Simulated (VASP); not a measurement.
# NbAs (rocksalt type) (Fm-3m) in VASP: a series of runs

Runs on NbAs (rocksalt type). Level: LDA. Tasks: single point.

All numbers are computed with VASP 6.6.1; they aren't measurements. Logs are shortened: lines on timing, memory, paths and dates and some standing lists are left out, and cuts for length are marked.

### 1 The cell of the first run

It takes space group Fm-3m (No. 225, cubic). The conventional cell has a = 4.767 Å, b = 4.767 Å, c = 4.767 Å, α = 90.00°, β = 90.00°, γ = 90.00°. Within 3.1 Å of Nb (site symmetry m-3m) lie 6 As at 2.38 Å. As (site symmetry m-3m) has 6 Nb at 2.38 Å within 3.1 Å.

### 2 Single point, LDA (13.54 Å³/atom)

Input file INCAR:

```
PREC     = Accurate       # precision mode
ENCUT    = 500            # plane-wave cutoff, eV
EDIFF    = 1E-6           # SCF threshold, eV
ISMEAR   = -1             # smearing method
SIGMA    = 0.05           # smearing width, eV
LREAL    = F              # projectors in reciprocal space
LASPH    = T              # aspherical terms in the spheres
NELM     = 120            # most SCF steps
ALGO     = Normal         # electronic algorithm
ISIF     = 2              # what is computed and relaxed
LWAVE    = F              # write WAVECAR
LCHARG   = F              # write CHGCAR
GGA      = CA             # functional
NBANDS   = 16             # bands
GGA_COMPAT= F
```

Input file KPOINTS:

```
Automatic mesh
0
Gamma
  14 14 14
```

Input file POSCAR:

```
NbAs
1.0
    0.0000000000      2.3837350143      2.3837350143
    2.3837350143      0.0000000000      2.3837350143
    2.3837350143      2.3837350143      0.0000000000
Nb As
1 1
Direct
    0.0000000000      0.0000000000      0.0000000000
    0.5000000000      0.5000000000      0.5000000000
```

Potentials or basis: VASP PAW LDA potentials, release 64 (Nb_sv, As).

Started as:

```
> cat potpaw_LDA.64/Nb_sv/POTCAR potpaw_LDA.64/As/POTCAR > POTCAR
> mpirun -np 1 vasp_std > vasp.out
```

OUTCAR:

```text
PREC = Accurate
   ENCUT = 500
   EDIFF = 1E-6
   ISMEAR = -1
   LREAL = F
   LASPH = T
   NELM = 120
   ISIF = 2
   GGA = CA

 ion  position               nearest neighbor table
   1  0.000  0.000  0.000-   2 2.38   2 2.38   2 2.38   2 2.38   2 2.38   2 2.38
   2  0.500  0.500  0.500-   1 2.38   1 2.38   1 2.38   1 2.38   1 2.38   1 2.38

  LATTYP: Found a face centered cubic cell.
 ALAT       =     4.7674700286

  Lattice vectors:

 A1 = (   0.0000000000,   2.3837350143,   2.3837350143)
 A2 = (   2.3837350143,   0.0000000000,   2.3837350143)
 A3 = (   2.3837350143,   2.3837350143,   0.0000000000)

Analysis of symmetry for initial positions (statically):
=====================================================================
 Subroutine PRICEL returns:
 Original cell was already a primitive cell.

 Routine SETGRP: Setting up the symmetry group for a
 face centered cubic supercell.

 Subroutine GETGRP returns: Found 48 space group operations
 (whereof 48 operations were pure point group operations)
 out of a pool of 48 trial point group operations.

The static configuration has the point symmetry O_h .

Analysis of symmetry for dynamics (positions and initial velocities):
=====================================================================
 Subroutine PRICEL returns:
 Original cell was already a primitive cell.

 Routine SETGRP: Setting up the symmetry group for a
 face centered cubic supercell.

 Subroutine GETGRP returns: Found 48 space group operations
 (whereof 48 operations were pure point group operations)
 out of a pool of 48 trial point group operations.

The dynamic configuration has the point symmetry O_h .

 Subroutine INISYM returns: Found 48 space group operations
 (whereof 48 operations are pure point group operations),
 and found     1 'primitive' translations

----------------------------------------------------------------------------------------

                                     Primitive cell

  volume of cell :      27.0897

  direct lattice vectors                    reciprocal lattice vectors
     0.000000000  2.383735014  2.383735014    -0.209754858  0.209754858  0.209754858
     2.383735014  0.000000000  2.383735014     0.209754858 -0.209754858  0.209754858
     2.383735014  2.383735014  0.000000000     0.209754858  0.209754858 -0.209754858

  length of vectors
     3.371110386  3.371110386  3.371110386     0.363306072  0.363306072  0.363306072

[... 72 lines left out ...]
   ISTART =      0    job   : 0-new  1-cont  2-samecut
   ICHARG =      2    charge: 1-file 2-atom 10-const
   ISPIN  =      1    spin polarized calculation?
   LNONCOLLINEAR =      F non collinear calculations
   LSORBIT =      F    spin-orbit coupling
   LASPH  =      T    aspherical Exc in radial PAW
   ENCUT  =  500.0 eV  36.75 Ry    6.06 a.u.   6.15  6.15  6.15*2*pi/ulx,y,z
   NELM   =    120;   NELMIN=  2; NELMDL= -5     # of ELM steps
   EDIFF  = 0.1E-05   stopping-criterion for ELM
   LREAL  =      F    real-space projection
[... 7 lines left out ...]
   TEBEG  =    0.0;   TEEND  =   0.0 temperature during run
   PSTRESS=    0.0 pullay stress
   NELECT =      18.0000    total number of electrons
   NUPDOWN=      -1.0000    fix difference up-down
   EMIN   =  10.00;   EMAX   =-10.00  energy-range for DOS
   EFERMI =   0.00;   METHOD = LEGACY
   ISMEAR =    -1;   SIGMA  =   0.05  broadening in eV -4-tet -1-fermi 0-gaus
   EFERMI_NEDOS =   21; number of points for ismear=-14 and -15
   IALGO  =     38    algorithm
   IMIX   =      4    mixing-type and parameters
     AMIX     =   0.40;   BMIX     =  1.00
     AMIX_MAG =   1.60;   BMIX_MAG =  1.00
  volume/ion in A,a.u.               =      13.54        91.41
  Fermi-wavevector in a.u.,A,eV,Ry     =   1.428557  2.699582 27.766446  2.040776
  Thomas-Fermi vector in A             =   2.548606
   LORBIT       =      0    0 simple, 1 ext, 2 COOP (PROOUT), +10 PAW based schemes
   GGA     = CA    functional components
   LHFCALC =     F    Hartree Fock is set to
   AEXX    =    0.0000 exact exchange contribution
   IVDW    =     0    specifies the selected vdW correction
   LEPSILON=     F    determine dielectric tensor
   LRPA    =     F    only Hartree local field effects (RPA)
 non-spin polarized calculation
  energy-cutoff  :      500.00
  volume of cell :       27.09
 maximum number of plane-waves:       701
 NGX is ok and might be reduce to    28
   NGX = 13   NGY = 13   NGZ = 13

 number of electron      18.0000000 magnetization

 Free energy of the ion-electron system (eV)
  ---------------------------------------------------
  ext. energy  EPLUGINS =         0.00000000
  ---------------------------------------------------
  free energy    TOTEN  =       -15.86876383 eV

  energy without entropy =      -15.85462827  energy(sigma->0) =      -15.86169605

 E-fermi :  14.0970     XC(G=0): -13.2478

 val. band max:       14.0956546561   @ k =  -0.3571   0.1429   0.0000
 cond. band min:      14.1016402746   @ k =   0.3571   0.1429   0.0714
 fundamental gap:      0.0059856186
 Fermi energy:        14.0969852824

 k-point     1 :       0.0000    0.0000    0.0000
  band No.  band energies     occupation
      1     -41.0663      2.00000
      2     -17.3239      2.00000
      3     -17.3239      2.00000
      4     -17.3239      2.00000
      5      -1.3098      2.00000
      6      11.6524      2.00000
[... 433 lines left out ...]
      3     -17.3898      2.00000
      4     -17.3730      2.00000
      5       0.2109      2.00000
      6       7.9766      2.00000
[... 8 lines left out ...]
     15      24.9892      0.00000
     16      25.8196      0.00000

 [... further k-points ...]

------------------------ aborting loop because EDIFF is reached ----------------------------------------

  FORCE on cell =-STRESS in cart. coord.  units (eV):
  Direction    XX          YY          ZZ          XY          YZ          ZX
  --------------------------------------------------------------------------------------
  -------------------------------------------------------------------------------------
  Total       12.1498465     12.1498465     12.1498465     -0.0000000     -0.0000000      0.0000000
  in kB      718.5838459    718.5838459    718.5838459     -0.0000000     -0.0000000      0.0000000
  external PRESSURE =     718.5838459 kB  Pullay stress =       0.0000000 kB

 VOLUME and BASIS-vectors are now :
 -----------------------------------------------------------------------------
  energy-cutoff  :      500.00
  volume of cell :       27.09
      direct lattice vectors                 reciprocal lattice vectors
     0.000000000  2.383735014  2.383735014    -0.209754858  0.209754858  0.209754858
     2.383735014  0.000000000  2.383735014     0.209754858 -0.209754858  0.209754858
     2.383735014  2.383735014  0.000000000     0.209754858  0.209754858 -0.209754858

 POSITION                                       TOTAL-FORCE (eV/Angst)
 -----------------------------------------------------------------------------------
      0.00000      0.00000      0.00000        -0.000000      0.000000     -0.000000
      2.38374      2.38374      2.38374         0.000000     -0.000000      0.000000
 -----------------------------------------------------------------------------------
    total drift:                               -0.000000      0.000000      0.000000

  FREE ENERGIE OF THE ION-ELECTRON SYSTEM (eV)
  ---------------------------------------------------
  free  energy   TOTEN  =       -15.8687638349 eV

  energy  without entropy=      -15.8546282654  energy(sigma->0) =      -15.86169605
```

It took 2.1 min on 1 thread of Intel Xeon 8259CL, shared host; peak memory 0.14 GiB.

What came out:

| Quantity | Value |
| --- | --- |
| Free energy | -15.8688 eV |
| Pressure | 71.9 GPa |
| Band gap on the k mesh | zero (bands 9 and 10 overlap by 2.70 eV) |

Levels at points of the mesh, in eV from the Fermi level:
| k point | band 6 | band 7 | band 8 | band 9 | band 10 | band 11 | band 12 | band 13 |
| --- | --- | --- | --- | --- | --- | --- | --- | --- |
| (0.00, 0.00, 0.00) | -2.44 | -2.44 | -2.44 | -1.31 | -1.31 | 0.18 | 0.18 | 0.18 |
| (0.50, 0.00, 0.00) | -8.83 | -5.85 | -5.85 | 0.85 | 0.85 | 2.47 | 3.42 | 7.89 |
| (0.50, 0.50, 0.00) | -5.58 | -5.04 | -2.00 | -2.00 | 0.17 | 1.93 | 1.93 | 4.14 |

Caveat: the cell stands under pressure.

### 3 Single point, LDA (13.54 Å³/atom)

Input file INCAR:

```
SYSTEM = NbAs
ALGO = Normal ; EDIFF = 1E-6
ENCUT = 500 ; GGA_COMPAT = .FALSE.
ISIF = 2 ; ISMEAR = -1
LASPH = .TRUE. ; LCHARG = .FALSE.
LREAL = .FALSE. ; LWAVE = .FALSE.
NBANDS = 16 ; NELM = 120
PREC = Accurate ; SIGMA = 0.05
```

Input file KPOINTS:

```
k-points
0
G
  14 14 14
  0 0 0
```

POSCAR is that of step 2.

Potentials or basis: VASP PAW LDA potentials, release 64 (Nb_sv, As).

Started as:

```
> cat potpaw_LDA.64/Nb_sv/POTCAR potpaw_LDA.64/As/POTCAR > POTCAR
> mpirun -np 1 vasp_std > vasp.out
```

Run time: 2 min. Hardware: 1 thread of Intel Xeon 8259CL, shared host; peak memory 0.14 GiB.

It converged, with:

```
Free energy            : -15.8688 eV
Pressure               : 71.9 GPa
Band gap on the k mesh : zero (bands 9 and 10 overlap by 2.70 eV)
```

Levels at points of the mesh, in eV from the Fermi level:
| k point | band 6 | band 7 | band 8 | band 9 | band 10 | band 11 | band 12 | band 13 |
| --- | --- | --- | --- | --- | --- | --- | --- | --- |
| (0.00, 0.00, 0.00) | -2.44 | -2.44 | -2.44 | -1.31 | -1.31 | 0.18 | 0.18 | 0.18 |
| (0.50, 0.00, 0.00) | -8.83 | -5.85 | -5.85 | 0.85 | 0.85 | 2.47 | 3.42 | 7.89 |
| (0.50, 0.50, 0.00) | -5.58 | -5.04 | -2.00 | -2.00 | 0.17 | 1.93 | 1.93 | 4.14 |

Caveat: the cell stands under pressure.

### 4 Single point, LDA (15.28 Å³/atom)

This run uses another cell than the first one, of 15.28 Å³/atom.

Input file INCAR:

```
SYSTEM = NbAs
PREC     = Accurate       ! precision mode
ENCUT    = 500            ! plane-wave cutoff, eV
EDIFF    = 1E-6           ! SCF threshold, eV
ISMEAR   = -1             ! smearing method
SIGMA    = 0.05           ! smearing width, eV
LREAL    = .FALSE.        ! projectors in reciprocal space
LASPH    = .TRUE.         ! aspherical terms in the spheres
NELM     = 120            ! most SCF steps
ALGO     = Normal         ! electronic algorithm
ISIF     = 2              ! what is computed and relaxed
LWAVE    = .FALSE.        ! write WAVECAR
LCHARG   = .TRUE.         ! write CHGCAR
GGA      = CA             ! functional
LELF     = .TRUE.         ! ELF
LVHAR    = .TRUE.       
NBANDS   = 16             ! bands
GGA_COMPAT= .FALSE.
```

Input file KPOINTS:

```
regular mesh
0
G
  14 14 14
  0 0 0
```

Input file POSCAR:

```
NbAs
1.0
    0.0000000000      2.4815364895      2.4815364895
    2.4815364895      0.0000000000      2.4815364895
    2.4815364895      2.4815364895      0.0000000000
Nb As
1 1
Direct
    0.0000000000      0.0000000000      0.0000000000
    0.5000000000      0.5000000000      0.5000000000
```

Started as:

```
> cat potpaw_LDA.64/Nb_sv/POTCAR potpaw_LDA.64/As/POTCAR > POTCAR
> mpirun -np 1 vasp_std > vasp.out
```

It took 2.5 min on 1 thread of Intel Xeon 8259CL, shared host; peak memory 0.15 GiB.

It converged, with:

| Item | Value |
| --- | --- |
| Free energy | -16.9186 eV |
| Pressure | 28.7 GPa |
| Band gap on the k mesh | zero (bands 9 and 10 overlap by 2.35 eV) |

Levels at points of the mesh, in eV from the Fermi level:
```tsv
k point	band 7	band 8	band 9	band 10	band 11	band 12
(0.00, 0.00, 0.00)	-2.04	-2.04	-1.15	-1.15	-0.01	-0.01
(0.50, 0.00, 0.00)	-5.23	-5.23	0.73	0.73	1.98	3.34
(0.50, 0.50, 0.00)	-4.27	-2.08	-2.08	0.09	1.62	1.62
```

Caveat: the cell stands under pressure.

### 5 Single point, LDA (15.28 Å³/atom)

This run uses another cell than the first one, of 15.28 Å³/atom.

Input file INCAR:

```
SYSTEM = NbAs
PREC = Accurate
ENCUT = 500
EDIFF = 1E-6
ISMEAR = -1
SIGMA = 0.05
LREAL = .FALSE.
LASPH = .TRUE.
NELM = 120
ALGO = Normal
ISIF = 2
LWAVE = .FALSE.
LCHARG = .FALSE.
NBANDS = 16
GGA_COMPAT = .FALSE.
```

KPOINTS is that of step 4.

POSCAR is that of step 4.

Started as:

```
> cat potpaw_LDA.64/Nb_sv/POTCAR potpaw_LDA.64/As/POTCAR > POTCAR
> mpirun -np 1 vasp_std > vasp.out
```

It took 2.2 min on 1 thread of Intel Xeon 8259CL, shared host; peak memory 0.14 GiB.

Results (log left out):

```yaml
Free_energy: -16.9186 eV
Pressure: 28.7 GPa
Band_gap_on_the_k_mesh: zero (bands 9 and 10 overlap by 2.35 eV)
```

Levels at points of the mesh, in eV from the Fermi level:
```tsv
k point	band 6	band 7	band 8	band 9	band 10	band 11	band 12	band 13
(0.00, 0.00, 0.00)	-2.04	-2.04	-2.04	-1.15	-1.15	-0.01	-0.01	-0.01
(0.50, 0.00, 0.00)	-8.04	-5.23	-5.23	0.73	0.73	1.98	3.34	7.43
(0.50, 0.50, 0.00)	-5.39	-4.27	-2.08	-2.08	0.09	1.62	1.62	3.33
```

Caveat: the cell stands under pressure.
